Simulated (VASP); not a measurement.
# La9Ga8O24 (a cell with a defect) in VASP: single point with PBEsol

Aim: the single point of La9Ga8O24 (a cell with a defect) with PBEsol.

Everything below comes from runs of VASP 6.6.1. Logs are shortened: lines on timing, memory, paths and dates and some standing lists are left out, and cuts for length are marked.

## 1. The cell of the first run

The cell holds a defect, 41 atoms: a = 7.729 Å, b = 7.729 Å, c = 7.729 Å, α = 90.00°, β = 90.00°, γ = 90.00°.

## 2. Single point, PBEsol, collinear spin

File INCAR:

```
SYSTEM = La9Ga8O24
PREC = Accurate ; ENCUT = 520
EDIFF = 1E-6 ; ISMEAR = -1
SIGMA = 0.05 ; LREAL = Auto
LASPH = .TRUE. ; NELM = 200
ALGO = Normal ; ISIF = 2
LWAVE = .FALSE. ; LCHARG = .FALSE.
ISPIN = 2 ; MAGMOM = 0 0.111 0 0.111 0 0 0 0 0.111 0.111 0.111 0 0 0 0 0 0 0 0 0 0 0.111 0 0 0.111 0.111 0 0 0 0 0 0 0 0 0 0 0 0 0 0 0.111
LORBIT = 11 ; LMAXMIX = 6
GGA = PS ; NBANDS = 204
ISYM = -1 ; GGA_COMPAT = .FALSE.
```

File KPOINTS:

```
explicit points
1
Reciprocal
  0.25000000   0.25000000   0.25000000 1
```

File POSCAR:

```
La9Ga8O24
1.0
    7.7293080000      0.0000000000      0.0000000000
    0.0000000000      7.7293080000      0.0000000000
    0.0000000000      0.0000000000      7.7293080000
La Ga O
9 8 24
Direct
    0.9764070000      0.9824180000      0.0017950000
    0.9965400000      0.0084480000      0.4993030000
    0.9742670000      0.4825930000      0.0028110000
    0.0109510000      0.5458270000      0.5015350000
    0.4875510000      0.0027860000      0.0033440000
    0.5061760000      0.9459120000      0.4979780000
    0.4810800000      0.4952940000      0.9985720000
    0.5617920000      0.5739960000      0.4914510000
    0.3951980000      0.2944400000      0.5296830000
    0.2084980000      0.2449630000      0.2340090000
    0.2041630000      0.2369660000      0.7867660000
    0.2474380000      0.7524550000      0.2434310000
    0.2486640000      0.7520450000      0.7531090000
    0.7321550000      0.2510900000      0.2530650000
    0.7346220000      0.2494430000      0.7531100000
    0.7576080000      0.7545540000      0.2346870000
    0.7552840000      0.7518010000      0.7619250000
    0.2339020000      0.1774950000      0.0078370000
    0.2401260000      0.7964940000      0.9979850000
    0.2674170000      0.7193910000      0.4979310000
    0.7263800000      0.3091250000      0.0048330000
    0.7229370000      0.1914740000      0.5024880000
    0.7631650000      0.7030800000      0.9989100000
    0.7692550000      0.7870950000      0.4976910000
    0.9695470000      0.2140110000      0.1977050000
    0.9709520000      0.2079820000      0.7832020000
    0.0028220000      0.7783520000      0.2595160000
    0.0028030000      0.7823060000      0.7373090000
    0.4813960000      0.2625630000      0.2309370000
    0.4934880000      0.2515370000      0.8012250000
    0.4999460000      0.7379620000      0.2270630000
    0.4984330000      0.7294320000      0.7660310000
    0.2634650000      0.0071220000      0.3060340000
    0.2684040000      0.0091560000      0.6914500000
    0.2180240000      0.4964900000      0.2020080000
    0.2145770000      0.4914050000      0.7862770000
    0.7204680000      0.9957160000      0.2075390000
    0.7200240000      0.9921130000      0.7965370000
    0.7842090000      0.5044150000      0.2843010000
    0.7811260000      0.5009900000      0.7145260000
    0.1141930000      0.2811170000      0.4727750000
```

Potentials or basis: VASP PAW PBE potentials, release 64 (La, Ga_d, O).

Command:

```console
$ cat potpaw_PBE.64/La/POTCAR potpaw_PBE.64/Ga_d/POTCAR potpaw_PBE.64/O/POTCAR > POTCAR
$ mpirun -np 1 vasp_std > vasp.out
```

OUTCAR:

```text
SYSTEM = La9Ga8O24
   PREC = Accurate
   ENCUT = 520
   EDIFF = 1E-6
   ISMEAR = -1
   LREAL = Auto
   LASPH = .TRUE.
   NELM = 200
   ISIF = 2
   ISPIN = 2
   LORBIT = 11
   GGA = PS
   ISYM = -1

 ion  position               nearest neighbor table
   1  0.976  0.982  0.002-  25 2.35  26 2.43  19 2.49  18 2.50  38 2.54  37 2.54  27 2.55  28 2.57
                            23 2.72  16 3.03  17 3.09  11 3.12  10 3.25
   2  0.997  0.008  0.499-  41 2.30  24 2.45  28 2.54  22 2.54  33 2.55  27 2.57  34 2.57  26 2.69
                            10 3.20  11 3.26   4 3.58
   3  0.974  0.483  0.003-  21 2.34  23 2.36  35 2.44  36 2.50  25 2.57  39 2.63  40 2.69  26 2.72
                            11 3.09  10 3.14  15 3.23  16 3.23  14 3.23  17 3.27
   4  0.011  0.546  0.502-  41 2.21  20 2.39  40 2.45  39 2.45  28 2.58  27 2.59  24 2.64  36 2.74
                            13 3.11  12 3.14  17 3.24  16 3.27   8 3.48   9 3.56   2 3.58
   5  0.488  0.003  0.003-  18 2.38  37 2.39  38 2.41  30 2.48  19 2.49  29 2.67  31 2.68  32 2.80
                            12 3.26  11 3.30
   6  0.506  0.946  0.498-  24 2.38  34 2.42  33 2.44  22 2.53  20 2.54  31 2.64  32 2.66  37 2.82
                             9 2.84   8 2.91  13 3.18  16 3.18  12 3.18  17 3.18
   7  0.481  0.495  0.999-  21 2.38  30 2.43  29 2.54  32 2.55  35 2.57  31 2.58  36 2.63  23 2.71
                            13 3.28  12 3.29
   8  0.562  0.574  0.491-  24 2.30  39 2.41  31 2.45  40 2.48  32 2.49   9 2.53  20 2.54  16 2.86
                             6 2.91  17 2.91   4 3.48
   9  0.395  0.294  0.530-  41 2.22  30 2.26  29 2.42  11 2.52   8 2.53  22 2.66  34 2.72  10 2.73
                             6 2.84  15 3.16   4 3.56
  10  0.208  0.245  0.234-  18 1.83  25 1.88  35 1.96  33 1.97  41 2.00  29 2.11   9 2.73   3 3.14
                             2 3.20   1 3.25
  11  0.204  0.237  0.787-  18 1.78  26 1.82  36 1.97  34 1.97  30 2.24   9 2.52   3 3.09   1 3.12
                             2 3.26   5 3.30
  12  0.247  0.752  0.243-  27 1.91  19 1.93  31 1.96  20 1.99  35 2.02  33 2.03   4 3.14   6 3.18
                             5 3.26   7 3.29
  13  0.249  0.752  0.753-  28 1.92  19 1.92  32 1.94  20 1.99  36 2.05  34 2.05   4 3.11   6 3.18
                             7 3.28
  14  0.732  0.251  0.253-  25 1.91  29 1.95  21 1.97  22 1.98  37 2.01  39 2.01   3 3.23
  15  0.735  0.249  0.753-  26 1.87  30 1.90  22 1.99  40 2.00  21 2.00  38 2.02   9 3.16   3 3.23

  16  0.758  0.755  0.235-  23 1.87  37 1.90  27 1.91  39 1.98  31 2.00  24 2.05   8 2.86   1 3.03
                             6 3.18   3 3.23   4 3.27
  17  0.755  0.752  0.762-  23 1.87  38 1.90  28 1.94  40 1.98  32 1.99  24 2.06   8 2.91   1 3.09
                             6 3.18   4 3.24   3 3.27
  18  0.234  0.177  0.008-  11 1.78  10 1.83   5 2.38   1 2.50
  19  0.240  0.796  0.998-  13 1.92  12 1.93   5 2.49   1 2.49
  20  0.267  0.719  0.498-  12 1.99  13 1.99   4 2.39   8 2.54   6 2.54
  21  0.726  0.309  0.005-  14 1.97  15 2.00   3 2.34   7 2.38
  22  0.723  0.191  0.502-  14 1.98  15 1.99   6 2.53   2 2.54   9 2.66
  23  0.763  0.703  0.999-  16 1.87  17 1.87   3 2.36   7 2.71   1 2.72
  24  0.769  0.787  0.498-  16 2.05  17 2.06   8 2.30   6 2.38   2 2.45   4 2.64
  25  0.970  0.214  0.198-  10 1.88  14 1.91   1 2.35   3 2.57
  26  0.971  0.208  0.783-  11 1.82  15 1.87   1 2.43   2 2.69   3 2.72
  27  0.003  0.778  0.260-  12 1.91  16 1.91   1 2.55   2 2.57   4 2.59
  28  0.003  0.782  0.737-  13 1.92  17 1.94   2 2.54   1 2.57   4 2.58
  29  0.481  0.263  0.231-  14 1.95  10 2.11   9 2.42   7 2.54   5 2.67
  30  0.493  0.252  0.801-  15 1.90  11 2.24   9 2.26   7 2.43   5 2.48
  31  0.500  0.738  0.227-  12 1.96  16 2.00   8 2.45   7 2.58   6 2.64   5 2.68
  32  0.498  0.729  0.766-  13 1.94  17 1.99   8 2.49   7 2.55   6 2.66   5 2.80
  33  0.263  0.007  0.306-  10 1.97  12 2.03   6 2.44   2 2.55
  34  0.268  0.009  0.691-  11 1.97  13 2.05   6 2.42   2 2.57   9 2.72
  35  0.218  0.496  0.202-  10 1.96  12 2.02   3 2.44   7 2.57
  36  0.215  0.491  0.786-  11 1.97  13 2.05   3 2.50   7 2.63   4 2.74
  37  0.720  0.996  0.208-  16 1.90  14 2.01   5 2.39   1 2.54   6 2.82
  38  0.720  0.992  0.797-  17 1.90  15 2.02   5 2.41   1 2.54
  39  0.784  0.504  0.284-  16 1.98  14 2.01   8 2.41   4 2.45   3 2.63
  40  0.781  0.501  0.715-  17 1.98  15 2.00   4 2.45   8 2.48   3 2.69
  41  0.114  0.281  0.473-  10 2.00   4 2.21   9 2.22   2 2.30

IMPORTANT INFORMATION: All symmetrisations will be switched off!
NOSYMM: (Re-)initialisation of all symmetry stuff for point group C_1.

----------------------------------------------------------------------------------------

                                     Primitive cell

  volume of cell :     461.7659

  direct lattice vectors                    reciprocal lattice vectors
     7.729308000  0.000000000  0.000000000     0.129377688  0.000000000  0.000000000
     0.000000000  7.729308000  0.000000000     0.000000000  0.129377688  0.000000000
     0.000000000  0.000000000  7.729308000     0.000000000  0.000000000  0.129377688

  length of vectors
     7.729308000  7.729308000  7.729308000     0.129377688  0.129377688  0.129377688

  position of ions in fractional coordinates (direct lattice)
     0.976407000  0.982418000  0.001795000
[... 121 lines left out ...]
   ISYM   =     -1    0-nonsym 1-usesym 2-fastsym
   POTIM  = 0.5000    time-step for ionic-motion
   TEBEG  =    0.0;   TEEND  =   0.0 temperature during run
   PSTRESS=    0.0 pullay stress
   NELECT =     347.0000    total number of electrons
   NUPDOWN=      -1.0000    fix difference up-down
   EMIN   =  10.00;   EMAX   =-10.00  energy-range for DOS
   EFERMI =   0.00;   METHOD = LEGACY
   ISMEAR =    -1;   SIGMA  =   0.05  broadening in eV -4-tet -1-fermi 0-gaus
   EFERMI_NEDOS =   21; number of points for ismear=-14 and -15
   IALGO  =     38    algorithm
   IMIX   =      4    mixing-type and parameters
     AMIX     =   0.40;   BMIX     =  1.00
     AMIX_MAG =   1.60;   BMIX_MAG =  1.00
  volume/ion in A,a.u.               =      11.26        76.00
  Fermi-wavevector in a.u.,A,eV,Ry     =   1.488369  2.812610 30.140214  2.215243
  Thomas-Fermi vector in A             =   2.601413
   LORBIT       =     11    0 simple, 1 ext, 2 COOP (PROOUT), +10 PAW based schemes
   GGA     = PS    functional components
   LHFCALC =     F    Hartree Fock is set to
   AEXX    =    0.0000 exact exchange contribution
   IVDW    =     0    specifies the selected vdW correction
   LEPSILON=     F    determine dielectric tensor
   LRPA    =     F    only Hartree local field effects (RPA)
 spin polarized calculation
  energy-cutoff  :      520.00
  volume of cell :      461.77
 maximum number of plane-waves:     12452
 NGX is ok and might be reduce to    60
   NGX = 29   NGY = 29   NGZ = 29

 number of electron     347.0000000 magnetization       0.9990000

 number of electron     347.0000008 magnetization      -0.9686694

 Free energy of the ion-electron system (eV)
  ---------------------------------------------------
  ext. energy  EPLUGINS =         0.00000000
  ---------------------------------------------------
  free energy    TOTEN  =      -299.68548520 eV

  energy without entropy =     -299.67729730  energy(sigma->0) =     -299.68139125

 E-fermi :  11.2569     XC(G=0): -12.4013

 val. band max:       11.0503625835   @ k =   0.2500   0.2500   0.2500
 cond. band min:      11.4639456014   @ k =   0.2500   0.2500   0.2500
 fundamental gap:      0.4135830179
 Fermi energy:        11.2568911697

 spin component 1

 k-point     1 :       0.2500    0.2500    0.2500
  band No.  band energies     occupation
      1     -22.2991      1.00000
      2     -22.1760      1.00000
      3     -22.0981      1.00000
      4     -22.0757      1.00000
      5     -21.9701      1.00000
      6     -21.9035      1.00000
[... 177 lines left out ...]
    184      12.7402      0.00000
    185      12.7628      0.00000
 Fermi energy:        11.2568911697

 spin component 2

 k-point     1 :       0.2500    0.2500    0.2500
  band No.  band energies     occupation
      1     -22.3920      1.00000
      2     -22.1886      1.00000
      3     -22.1031      1.00000
      4     -22.0807      1.00000
      5     -21.9736      1.00000
      6     -21.9240      1.00000
[... 177 lines left out ...]
    184      12.7221      0.00000
    185      12.7436      0.00000
 [bands above 185 left out]

------------------------ aborting loop because EDIFF is reached ----------------------------------------

  FORCE on cell =-STRESS in cart. coord.  units (eV):
  Direction    XX          YY          ZZ          XY          YZ          ZX
  --------------------------------------------------------------------------------------
  -------------------------------------------------------------------------------------
  Total       58.1648315     53.0515246     49.9355146      4.1433541     -3.2176820      0.7978658
  in kB      201.8130361    184.0715252    173.2599847     14.3760905    -11.1643093      2.7683348
  external PRESSURE =     186.3815153 kB  Pullay stress =       0.0000000 kB

 VOLUME and BASIS-vectors are now :
 -----------------------------------------------------------------------------
  energy-cutoff  :      520.00
  volume of cell :      461.77
      direct lattice vectors                 reciprocal lattice vectors
     7.729308000  0.000000000  0.000000000     0.129377688  0.000000000  0.000000000
     0.000000000  7.729308000  0.000000000     0.000000000  0.129377688  0.000000000
     0.000000000  0.000000000  7.729308000     0.000000000  0.000000000  0.129377688

 POSITION                                       TOTAL-FORCE (eV/Angst)
 -----------------------------------------------------------------------------------
      7.54695      7.59341      0.01387        -0.008464      0.002965     -0.002332
      7.70256      0.06530      3.85927        -0.008396     -0.001090     -0.002832
      7.53041      3.73011      0.02173        -0.022680      0.000862      0.000159
      0.08464      4.21886      3.87652         0.002524     -0.001130     -0.008628
      3.76843      0.02153      0.02585        -0.002079      0.014949     -0.007011
      3.91239      7.31125      3.84903         0.006728      0.007995      0.010765
[... 33 lines left out ...]
      6.03756      3.87231      5.52279         0.018108     -0.001850     -0.025075
      0.88263      2.17284      3.65422        -0.039500      0.016837      0.020182
 -----------------------------------------------------------------------------------
    total drift:                               -0.008766      0.017727     -0.007750

  FREE ENERGIE OF THE ION-ELECTRON SYSTEM (eV)
  ---------------------------------------------------
  free  energy   TOTEN  =      -299.6854852028 eV

  energy  without entropy=     -299.6772973018  energy(sigma->0) =     -299.68139125

 total charge

# of ion       s       p       d       f       tot
--------------------------------------------------
    1        2.037   5.704   0.674   0.261   8.677
    2        2.030   5.700   0.625   0.248   8.603
    3        2.035   5.690   0.675   0.256   8.656
    4        2.040   5.698   0.717   0.282   8.737
    5        2.032   5.695   0.652   0.242   8.620
    6        2.039   5.667   0.882   0.290   8.879
[... 33 lines left out ...]
   40        1.555   3.480   0.000   0.000   5.034
   41        1.581   3.522   0.000   0.000   5.102
--------------------------------------------------
tot         61.346 141.606  89.954   2.640 295.545

 magnetization (x)

# of ion       s       p       d       f       tot
--------------------------------------------------
    1       -0.000   0.000  -0.000  -0.001  -0.002
    2       -0.000   0.000  -0.000  -0.002  -0.002
    3       -0.000  -0.000  -0.001  -0.002  -0.004
    4       -0.000  -0.000  -0.006  -0.006  -0.012
    5       -0.001   0.000  -0.008  -0.003  -0.012
    6       -0.002   0.000  -0.013  -0.012  -0.027
[... 33 lines left out ...]
   40        0.000  -0.003   0.000   0.000  -0.003
   41       -0.000  -0.013   0.000   0.000  -0.013
--------------------------------------------------
tot         -0.048  -0.095  -0.433  -0.178  -0.755
```

Run time: 18 min. Hardware: 1 thread of AMD EPYC 7R43 (Zen 3), shared host; peak memory 0.7 GiB.

What came out:

* Free energy: -299.6855 eV
* Pressure: 18.6 GPa
* Largest force: 0.055 eV/Å
* Net moment: -0.97 μB per cell
* Site moments: La -0.00, -0.01, -0.03, -0.02, -0.26, -0.28 (each value once); Ga -0.01, -0.02, -0.00 (each value once); O +0.00, -0.00, -0.01, -0.02 (each value once) μB
* Valence electrons inside the program's atomic spheres: La 8.68, 8.60, 8.66, 8.74, 8.62, 8.88, 8.56, 9.24, 9.49; Ga 11.90, 12.06, 11.76, 11.75, 11.74, 11.79, 11.87 (each value once); O 5.13, 5.05, 5.04, 5.07, 5.01, 5.09, 5.08, 5.06, 5.02, 5.00, 5.03, 5.10 (each value once)

Forces on the atoms (eV/Å):
```
La  -0.008  0.003 -0.002
La  -0.008 -0.001 -0.003
La  -0.023  0.001  0.000
La   0.003 -0.001 -0.009
La  -0.002  0.015 -0.007
La   0.007  0.008  0.011
La   0.007 -0.011  0.006
La   0.013  0.019  0.008
La   0.049 -0.007  0.002
Ga   0.012 -0.014 -0.024
Ga  -0.033 -0.043  0.006
Ga  -0.017  0.002 -0.012
Ga  -0.009 -0.001  0.010
Ga   0.013 -0.026  0.011
Ga   0.017 -0.009 -0.008
Ga   0.006  0.000  0.002
Ga   0.000  0.002  0.014
O    0.017  0.003  0.010
O    0.001  0.016  0.006
O    0.008 -0.013  0.006
O   -0.002  0.032  0.008
O    0.001 -0.016 -0.011
O    0.013 -0.019  0.004
O   -0.004  0.013 -0.013
O   -0.013 -0.003 -0.015
O    0.000 -0.008  0.010
O   -0.014  0.008  0.016
O    0.008  0.009 -0.011
O   -0.003 -0.001 -0.023
O   -0.023 -0.008  0.028
O    0.001 -0.012 -0.004
O   -0.006 -0.003  0.004
O    0.015  0.000  0.017
O    0.020  0.014 -0.023
O   -0.003  0.010 -0.040
O    0.007  0.014  0.006
O   -0.018  0.002 -0.009
O   -0.009  0.000  0.021
O    0.001  0.009  0.015
O    0.018 -0.002 -0.025
O   -0.040  0.017  0.020
```

Stress tensor (GPa, compression positive):
```
20.18  1.44  0.28
 1.44 18.41 -1.12
 0.28 -1.12 17.33
```

Caveat: the PAW data sets were made with another functional, which shifts forces and pressure a little; spin-orbit coupling is left out, which moves the levels of the heavy elements.
